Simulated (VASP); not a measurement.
A run of VASP 6.6.1 is set up as follows.

The input INCAR:

```
SYSTEM = Si3O5
PREC = Accurate
ENCUT = 520
EDIFF = 1E-6
ISMEAR = 0
SIGMA = 0.01
LREAL = Auto
LASPH = .TRUE.
NELM = 60
ALGO = Normal
ISIF = 2
LWAVE = .FALSE.
LCHARG = .FALSE.
GGA = PE
NELECT = 128.0
NBANDS = 81
```

KPOINTS

```
Automatic mesh
0
G
  2 2 2
  0 0 0
```

Contents of POSCAR:

```
Si3O5
1.0
   -5.0832710680     -5.0832710680      0.0000000000
   -5.0832710680      5.0832710680      0.0000000000
    5.0832710680      0.0000000000     -7.0988988238
Si O
9 15
Direct
    0.5422049230      0.2553225429      0.5015693795
    0.0291013746      0.7447550148      0.5085266998
    0.6370726250      0.8307281366      0.2336375147
    0.1264471931      0.3553836126      0.2581800673
    0.8511100719      0.6514210106      0.7283175655
    0.3613515712      0.1498004398      0.7672636208
    0.7058436228     -0.0032877332     -0.0174838598
    0.2002696259      0.5017293299     -0.0067465381
    0.6141895072      0.3543851695      0.7981184741
    0.0021972773      0.7825662688      0.6924866136
    0.9090422513      0.1881115457      0.1106250169
    0.4201261183      0.6624800145      0.0925727601
    0.3148678481      0.2392827178      0.3202590865
    0.8032611922      0.7184606297      0.3402745199
    0.0237942325      0.6128329800      0.8985322147
    0.4749405883      0.0520994517      0.9265311593
    0.1923119830      0.2696106150      0.8471956080
    0.7175809478      0.8215120919      0.7974333885
    0.7124985234      0.4478576314      0.5268217719
    0.1968535987      0.9406213740      0.5652053550
    0.7384420059      0.8907145423      0.1221339172
    0.1718023823      0.4947575743      0.1661088241
    0.6054874477      0.0374006434      0.3796941125
    0.1061038594      0.5242789725      0.4418815425
```

Potentials or basis: VASP PAW PBE potentials, release 64 (Si, O).

Launch:

```bash
$ cat potpaw_PBE.64/Si/POTCAR potpaw_PBE.64/O/POTCAR > POTCAR
$ mpirun -np 1 vasp_std > vasp.out
```

(1) Estimate the largest force.

## Answers

(1) 0.061 eV/Å.

Caveat: the k points lie up to 0.49 Å⁻¹ apart; the cell carries a net charge on a neutralising background, which shifts energy and pressure.
